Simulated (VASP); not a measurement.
Here is a VASP 6.6.1 calculation.

Contents of INCAR:

```
SYSTEM = BeZnF4
ALGO = Normal
EDIFF = 1E-6
EDIFFG = -0.04
ENCUT = 600
GGA = PE
IBRION = 2
ISIF = 3
ISMEAR = 0
LASPH = .TRUE.
LCHARG = .FALSE.
LREAL = .FALSE.
LWAVE = .FALSE.
NELM = 60
NSW = 90
PREC = Accurate
SIGMA = 0.1
```

KPOINTS

```
k-points
0
G
  4 4 4
  0 0 0
```

File POSCAR:

```
BeZnF4
1.0
    0.0000000000      3.6005892400      3.6005892400
    3.6005892400      0.0000000000      3.6005892400
    3.6005892400      3.6005892400      0.0000000000
Be Zn F
1 1 4
Direct
    0.2500000000      0.2500000000      0.2500000000
    0.5000000000      0.5000000000      0.5000000000
    0.3647156300      0.9058531100      0.3647156300
    0.3647156300      0.3647156300      0.3647156300
    0.9058531100      0.3647156300      0.3647156300
    0.3647156300      0.3647156300      0.9058531100
```

Potentials or basis: VASP PAW PBE potentials, release 64 (Be, Zn, F).

Run with:

```console
$ cat potpaw_PBE.64/Be/POTCAR potpaw_PBE.64/Zn/POTCAR potpaw_PBE.64/F/POTCAR > POTCAR
$ mpirun -np 1 vasp_std > vasp.out
```

Problem. Predict the relaxed volume.

Solution. 21.50 Å³/atom.

Problem. What does it give for the space group after relaxing (to 0.05 Å)?

Solution. F-43m (No. 216).

Problem. Estimate the band gap on the k mesh.

Solution. 5.85 eV, indirect (least direct gap 5.91 eV).

Final structure:
```yaml
crystal:
  lattice:
    - [0.00000, 4.01026, 4.01026]
    - [4.01026, 0.00000, 4.01026]
    - [4.01026, 4.01026, 0.00000]
  atoms:
    - { symbol: Be, position: [0.25000, 0.25000, 0.25000] }
    - { symbol: Zn, position: [0.50000, 0.50000, 0.50000] }
    - { symbol: F, position: [0.36217, 0.91349, 0.36217] }
    - { symbol: F, position: [0.36217, 0.36217, 0.36217] }
    - { symbol: F, position: [0.91349, 0.36217, 0.36217] }
    - { symbol: F, position: [0.36217, 0.36217, 0.91349] }
```

Caveat: the volume moved by over 15 % at a fixed basis, so the end points are rough. A k mesh can miss the band edges.
